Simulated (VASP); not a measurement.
Write the native input for VASP 6.6.1 that does the following.

* Task: single point
* Functional: PBE
* Potentials or basis: VASP PAW PBE potentials, release 64 (Zr_sv, Si, Cu)
* Cutoff: 520 eV
* k mesh: 10 × 10 × 8
* Occupations: gaussian, width 0.1 eV
* Spin: no spin polarisation
* Dipole correction: no
* Further INCAR settings: ALGO = Fast; EDIFF = 1e-06; NBANDS = 30

The structure of Zr2CuSi2 lies in POSCAR:

```
Zr2CuSi2
1.0
    4.2533126473      0.0000000000      0.0000000000
    0.0000000000      4.2533126473      0.0000000000
    0.0000000000      0.0000000000      5.6207411009
Zr Si Cu
2 2 1
Direct
    0.5000000000      0.0000000000      0.5000000000
    0.0000000000      0.5000000000      0.5000000000
    0.5000000000      0.5000000000      0.8025063881
    0.5000000000      0.5000000000      0.1974936119
    0.0000000000      0.0000000000      0.0000000000
```

These files were run (other wordings do the same):

INCAR

```
PREC = Accurate ; ENCUT = 520
EDIFF = 1E-6 ; ISMEAR = 0
SIGMA = 0.1 ; LREAL = F
LASPH = T ; NELM = 80
ALGO = Fast ; ISIF = 2
LWAVE = F ; LCHARG = T
GGA = PE ; LELF = T
LVHAR = T ; NBANDS = 30
```

KPOINTS

```
regular mesh
0
Gamma
  10 10 8
```

Potentials or basis: VASP PAW PBE potentials, release 64 (Zr_sv, Si, Cu).

The run is started by

```bash
$ cat potpaw_PBE.64/Zr_sv/POTCAR potpaw_PBE.64/Si/POTCAR potpaw_PBE.64/Cu/POTCAR > POTCAR
$ mpirun -np 1 vasp_std > vasp.out
```

Results of the run:

The pressure is 0.1 GPa and the largest force is 0.015 eV/Å. The band gap on the k mesh is zero (an odd number of electrons rules out a gap without spin polarisation).

Wall time 8 min on 1 thread of Intel(R) Xeon(R) Platinum 8259CL CPU @ 2.50GHz (Skylake/Cascade Lake), with other jobs on the host, peak memory 0.42 GiB.
